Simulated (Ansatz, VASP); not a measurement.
One calculation of ZnS, two programs

```
Zn S
1.0
     3.82000    0.00000    0.00000
    -1.91000    3.30822    0.00000
     0.00000    0.00000   25.95840
Zn S
8 8
Cartesian
  0.0000 0.0000 0.0212
  0.0000 0.0000 13.0004
  0.0000 2.2055 3.2634
  1.9100 1.1027 16.2426
  0.0000 2.2055 9.7567
  1.9100 1.1027 22.7359
  0.0000 2.2055 19.4885
  1.9100 1.1027 6.5093
  0.0000 0.0000 2.4137
  0.0000 0.0000 15.3929
  0.0000 2.2055 5.6563
  1.9100 1.1027 18.6355
  0.0000 2.2055 12.1508
  1.9100 1.1027 25.1300
  0.0000 2.2055 21.8849
  1.9100 1.1027 8.9057
```

Change from the starting cell: z stretched by +4 %, ions relaxed.

Alike in both runs: functional PBE; k mesh 8 × 8 × 2; occupations fermi-dirac, width 0.02 eV; no spin polarisation.

Ansatz relaxed the structure, and its values are those at the end. VASP's run is a single point on that final structure, the one shown.

```csv
,VASP,Ansatz
version,VASP 6.6.1,Ansatz 0.2.0
potentials or method,"VASP PAW PBE potentials, release 64 (Zn, S)","plane-wave PAW, scalar-relativistic"
plane-wave cutoff (eV),520,420
valence electrons in the cell,144,144
```

```tsv
	VASP	Ansatz	Ansatz less VASP
gap on the k mesh at the Fermi level (eV)	1.86	1.86	-0.003
pressure (GPa)	-1.0	-1.1	-0.13
rms of the force components (eV/Å)	0.006	0.007	+0.0008
```

With one functional, cell and mesh, what is left measures potentials, basis and numerics. Ansatz's warnings: stress scf threshold loose.
